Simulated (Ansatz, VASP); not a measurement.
Tl in VASP and in Ansatz

```xyz
2
Lattice="3.5015 0.0000 0.0000 -1.7507 3.0324 0.0000 0.0000 0.0000 5.5977" Properties=species:S:1:pos:R:3 pbc="T T T"
Tl    1.7507    1.0108    4.1983
Tl    0.0000    2.0216    1.3994
```

Change from the starting cell: volume scaled by 1.04.

Alike in both runs: task single point; functional PBEsol; k mesh 9 × 9 × 5; occupations fermi-dirac, width 0.05 eV; no spin polarisation.

```csv
,VASP,Ansatz
version,VASP 6.6.1,Ansatz 0.2.0
potentials or method,"VASP PAW PBE potentials, release 64 (Tl_d), cutoff 520 eV","all-electron LAPW, scalar-relativistic"
```

Ansatz gave:

| Property | Result |
| --- | --- |
| gap on the k mesh at the Fermi level (eV) | none |
| pressure (GPa) | -1.1 |
| traceless stress, the component that is largest in VASP (GPa) | 0.66 |

Task: Estimate VASP's values.

Result: gap on the k mesh at the Fermi level (eV): none; pressure (GPa): -1.2; traceless stress, the component that is largest in VASP (GPa): 0.65.

VASP's potentials were made for PBE, not for PBEsol. A gap of «none» marks a metal or a gap that the smearing closes. Ansatz ran all-electron here, and VASP with PAW potentials.

Neither program's run includes spin-orbit coupling.
